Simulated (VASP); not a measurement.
# HgS (F-43m) in VASP: elastic constants with PBEsol

Aim: the elastic constants of HgS with PBEsol.

Everything below comes from runs of VASP 6.6.1. Logs are shortened: lines on timing, memory, paths and dates and some standing lists are left out, and cuts for length are marked.

## 1. The cell of the first run

Symmetry: F-43m, No. 216, cubic system. The conventional cell has a = 5.876 Å, b = 5.876 Å, c = 5.876 Å, α = 90.00°, β = 90.00°, γ = 90.00°. Within 3.4 Å of Hg (site symmetry -43m) lie 4 S at 2.54 Å. S (site symmetry -43m) has 4 Hg at 2.54 Å within 3.4 Å.

## 2. Elastic constants, PBEsol

File INCAR:

```
ALGO = Normal
EDIFF = 1E-8
ENCUT = 500
GGA = PS
GGA_COMPAT = False
IBRION = 6
ISIF = 3
ISMEAR = -1
LASPH = True
LCHARG = False
LREAL = False
LWAVE = False
NELM = 120
NFREE = 2
NSW = 1
POTIM = 0.015
PREC = Accurate
SIGMA = 0.08
```

File KPOINTS:

```
k-points
0
Gamma
  14 14 14
```

File POSCAR:

```
HgS
1.0
    0.0000000000      2.9382388421      2.9382388421
    2.9382388421      0.0000000000      2.9382388421
    2.9382388421      2.9382388421      0.0000000000
Hg S
1 1
Direct
    0.0000000000      0.0000000000      0.0000000000
    0.7500000000      0.7500000000      0.7500000000
```

Potentials or basis: VASP PAW PBE potentials, release 64 (Hg, S).

The run is started by

```sh
cat potpaw_PBE.64/Hg/POTCAR potpaw_PBE.64/S/POTCAR > POTCAR
mpirun -np 1 vasp_std > vasp.out
```

OUTCAR:

```text
EDIFF = 1E-8
   ENCUT = 500
   GGA = PS
   IBRION = 6
   ISIF = 3
   ISMEAR = -1
   LASPH = True
   LREAL = False
   NELM = 120
   NFREE = 2
   NSW = 1
   POTIM = 0.015
   PREC = Accurate

 ion  position               nearest neighbor table
   1  0.000  0.000  0.000-   2 2.54   2 2.54   2 2.54   2 2.54
   2  0.750  0.750  0.750-   1 2.54   1 2.54   1 2.54   1 2.54

  LATTYP: Found a face centered cubic cell.
 ALAT       =     5.8764776842

  Lattice vectors:

 A1 = (   0.0000000000,   2.9382388421,   2.9382388421)
 A2 = (   2.9382388421,   0.0000000000,   2.9382388421)
 A3 = (   2.9382388421,   2.9382388421,   0.0000000000)

Analysis of symmetry for initial positions (statically):
=====================================================================
 Subroutine PRICEL returns:
 Original cell was already a primitive cell.

 Routine SETGRP: Setting up the symmetry group for a
 face centered cubic supercell.

 Subroutine GETGRP returns: Found 24 space group operations
 (whereof 24 operations were pure point group operations)
 out of a pool of 48 trial point group operations.

The static configuration has the point symmetry T_d .

Analysis of symmetry for dynamics (positions and initial velocities):
=====================================================================
 Subroutine PRICEL returns:
 Original cell was already a primitive cell.

 Routine SETGRP: Setting up the symmetry group for a
 face centered cubic supercell.

 Subroutine GETGRP returns: Found 24 space group operations
 (whereof 24 operations were pure point group operations)
 out of a pool of 48 trial point group operations.

The dynamic configuration has the point symmetry T_d .

 Subroutine INISYM returns: Found 24 space group operations
 (whereof 24 operations are pure point group operations),
 and found     1 'primitive' translations

----------------------------------------------------------------------------------------

                                     Primitive cell

  volume of cell :      50.7331

  direct lattice vectors                    reciprocal lattice vectors
     0.000000000  2.938238842  2.938238842    -0.170169965  0.170169965  0.170169965
     2.938238842  0.000000000  2.938238842     0.170169965 -0.170169965  0.170169965
     2.938238842  2.938238842  0.000000000     0.170169965  0.170169965 -0.170169965

  length of vectors
     4.155297220  4.155297220  4.155297220     0.294743025  0.294743025  0.294743025

  position of ions in fractional coordinates (direct lattice)
     0.000000000  0.000000000  0.000000000
     0.750000000  0.750000000  0.750000000

  ion indices of the primitive-cell ions
   primitive index   ion index
                 1           1
                 2           2

----------------------------------------------------------------------------------------

 KPOINTS: k-points

Automatic generation of k-mesh.
 Grid dimensions read from file:
 generate k-points for:   14   14   14

 Generating k-lattice:

  Cartesian coordinates                     Fractional coordinates (reciprocal lattice)
[... 109 lines left out ...]

------------------------ aborting loop because EDIFF is reached ----------------------------------------

  FORCE on cell =-STRESS in cart. coord.  units (eV):
  Direction    XX          YY          ZZ          XY          YZ          ZX
  --------------------------------------------------------------------------------------
  -------------------------------------------------------------------------------------
  Total        0.1097420      0.1097420      0.1097420      0.0000000      0.0000000     -0.0000000
  in kB        3.4657096      3.4657096      3.4657096      0.0000000      0.0000000     -0.0000000
  external PRESSURE =       3.4657096 kB  Pullay stress =       0.0000000 kB
[... 89 lines left out ...]
  FREE ENERGIE OF THE ION-ELECTRON SYSTEM (eV)
  ---------------------------------------------------
  free  energy   TOTEN  =        -5.2740395618 eV

  energy  without entropy=       -5.2733182199  energy(sigma->0) =       -5.27367889

[... ionic steps 4 to 14 ...]

--------------------------------------- Ionic step       15  -------------------------------------------

 number of electron      17.9999999 magnetization

------------------------ aborting loop because EDIFF is reached ----------------------------------------
[... 67 lines left out ...]
--------------------------------------- Ionic step       17  -------------------------------------------

 number of electron      17.9999999 magnetization

 Free energy of the ion-electron system (eV)
  ---------------------------------------------------
  ext. energy  EPLUGINS =         0.00000000
  ---------------------------------------------------
  free energy    TOTEN  =        -5.27795764 eV

  energy without entropy =       -5.27720061  energy(sigma->0) =       -5.27757912

 E-fermi :   2.1005     XC(G=0):  -9.4561

 val. band max:        1.9012684276   @ k =   0.0000   0.0000   0.0000
 cond. band min:       2.2674617774   @ k =   0.0714   0.0000   0.0000
 fundamental gap:      0.3661933498
 Fermi energy:         2.1004534051

 k-point     1 :       0.0000    0.0000    0.0000
  band No.  band energies     occupation
      1     -11.3067      2.00000
      2      -5.1696      2.00000
      3      -5.1500      2.00000
      4      -5.1301      2.00000
      5      -4.2543      2.00000
      6      -4.2540      2.00000
      7       1.3308      1.99987
      8       1.8953      1.85714
      9       1.9000      1.84913
     10       1.9013      1.84685
     11       7.8463      0.00000
     12       7.8497      0.00000
     13       7.8545      0.00000
[... 354 lines left out ...]
  band No.  band energies     occupation
      1     -10.9940      2.00000
      2      -5.0981      2.00000
      3      -4.9571      2.00000
      4      -4.9191      2.00000
      5      -4.2993      2.00000
      6      -4.1955      2.00000
      7      -1.0298      2.00000
      8       0.9389      2.00000
      9       0.9604      2.00000
     10       3.9091      0.00000
     11       6.6151      0.00000
     12       8.6317      0.00000
     13       8.9579      0.00000

 [... further k-points ...]

------------------------ aborting loop because EDIFF is reached ----------------------------------------

  FORCE on cell =-STRESS in cart. coord.  units (eV):
  Direction    XX          YY          ZZ          XY          YZ          ZX
  --------------------------------------------------------------------------------------
  -------------------------------------------------------------------------------------
  Total        0.1099766      0.1120991      0.1120991      0.0000000     -0.0751651      0.0000000
  in kB        3.4731190      3.5401476      3.5401476      0.0000000     -2.3737522      0.0000000
  external PRESSURE =       3.5178047 kB  Pullay stress =       0.0000000 kB
[... 17 lines left out ...]
  FREE ENERGIE OF THE ION-ELECTRON SYSTEM (eV)
  ---------------------------------------------------
  free  energy   TOTEN  =        -5.2779576374 eV

  energy  without entropy=       -5.2772006094  energy(sigma->0) =       -5.27757912

 INTERNAL STRAIN TENSORS FROM STRAINED CELLS
 ============================================

 INTERNAL STRAIN TENSOR FOR ION    1 for displacements in x,y,z  (eV/Angst):
          X           Y           Z          XY          YZ          ZX
  --------------------------------------------------------------------------------
  x     0.00000     0.00000     0.00000    -0.00000    -5.01612    -0.00000
  y    -0.00000     0.00000    -0.00000     0.00000    -0.00000    -5.01608
  z    -0.00000     0.00000     0.00000    -5.01675    -0.00000     0.00000

 INTERNAL STRAIN TENSORS FROM DISPLACED ATOMS
 ============================================

 INTERNAL STRAIN TENSOR FOR ION    1 for displacements in x,y,z  (eV/Angst):
          X           Y           Z          XY          YZ          ZX
  --------------------------------------------------------------------------------
  x    -0.00000     0.00000     0.00000     0.00000    -5.00720     0.00000
  y     0.00000    -0.00000     0.00000     0.00000     0.00000    -5.00720
  z     0.00000     0.00000    -0.00000    -5.00720     0.00000     0.00000

 INTERNAL STRAIN TENSOR FOR ION    2 for displacements in x,y,z  (eV/Angst):
          X           Y           Z          XY          YZ          ZX
  --------------------------------------------------------------------------------
  x     0.00000    -0.00000    -0.00000     0.00000     5.00651     0.00000
  y    -0.00000     0.00000    -0.00000     0.00000     0.00000     5.00651
  z    -0.00000    -0.00000     0.00000     5.00651     0.00000     0.00000

 Eigenvectors and eigenvalues of the dynamical matrix
 ----------------------------------------------------

   1 f  =    5.203869 THz    32.696876 2PiTHz  173.582398 cm-1    21.521465 meV
             X         Y         Z           dx          dy          dz
      0.000000  0.000000  0.000000     0.000000    0.371448    0.000000
      4.407358  4.407358  4.407358     0.000000   -0.928454    0.000000
[... 21 lines left out ...]
   6 f/i=    0.001116 THz     0.007013 2PiTHz    0.037230 cm-1     0.004616 meV
             X         Y         Z           dx          dy          dz
      0.000000  0.000000  0.000000     0.000000    0.000000    0.928454
      4.407358  4.407358  4.407358     0.000000    0.000000    0.371448

--------------------------------------------------------------------------------------------------------

 ELASTIC MODULI CONTR FROM IONIC RELAXATION (kBar)
 Direction    XX          YY          ZZ          XY          YZ          ZX
 --------------------------------------------------------------------------------
 XX          -0.0000      0.0000      0.0000      0.0000     -0.0000      0.0000
 YY           0.0000     -0.0000      0.0000      0.0000      0.0000     -0.0000
 ZZ           0.0000      0.0000     -0.0000     -0.0000      0.0000      0.0000
 XY           0.0000      0.0000     -0.0000   -258.3228     -0.0000      0.0000
 YZ          -0.0000      0.0000      0.0000     -0.0000   -258.3228      0.0000
 ZX           0.0000     -0.0000      0.0000      0.0000      0.0000   -258.3228
 --------------------------------------------------------------------------------

 TOTAL ELASTIC MODULI (kBar)
 Direction    XX          YY          ZZ          XY          YZ          ZX
 --------------------------------------------------------------------------------
 XX         720.8948    560.4290    560.4290      0.0000     -0.0000     -0.0000
 YY         560.4290    720.8948    560.4290     -0.0000      0.0000     -0.0000
 ZZ         560.4290    560.4290    720.8948     -0.0000      0.0000      0.0000
 XY           0.0000     -0.0000     -0.0000    241.5372     -0.0000      0.0000
 YZ          -0.0000      0.0000      0.0000     -0.0000    241.5372      0.0000
 ZX          -0.0000     -0.0000      0.0000      0.0000      0.0000    241.5372
 --------------------------------------------------------------------------------
```

Run time: 60 min. Hardware: 1 thread of Oxide Virtual Turin-like, shared host; peak memory 0.79 GiB.

What came out:

```yaml
Elastic_constants_C11_C12_C44: 72, 56, 24 GPa
Voigt_bulk_modulus: 61 GPa
Highest_phonon_frequency_at_Γ_LO-TO_splitting_left_out: 174 cm⁻¹
```

Phonon frequencies in cm⁻¹ (negative: imaginary):
```tsv
q point	frequencies
(0.000, 0.000, 0.000)	0 0 0 174 174 174
```

Elastic tensor in Voigt notation (GPa, in the Cartesian axes of the cell as first typed):
```
72 56 56  0  0  0
56 72 56  0  0  0
56 56 72  0  0  0
 0  0  0 24  0  0
 0  0  0  0 24  0
 0  0  0  0  0 24
```

Clamped-ion elastic tensor (GPa):
```
72 56 56  0  0  0
56 72 56  0  0  0
56 56 72  0  0  0
 0  0  0 50  0  0
 0  0  0  0 50  0
 0  0  0  0  0 50
```

Caveat: the PAW data sets were made with another functional, which shifts forces and pressure a little; spin-orbit coupling is left out, which moves the levels of the heavy elements.
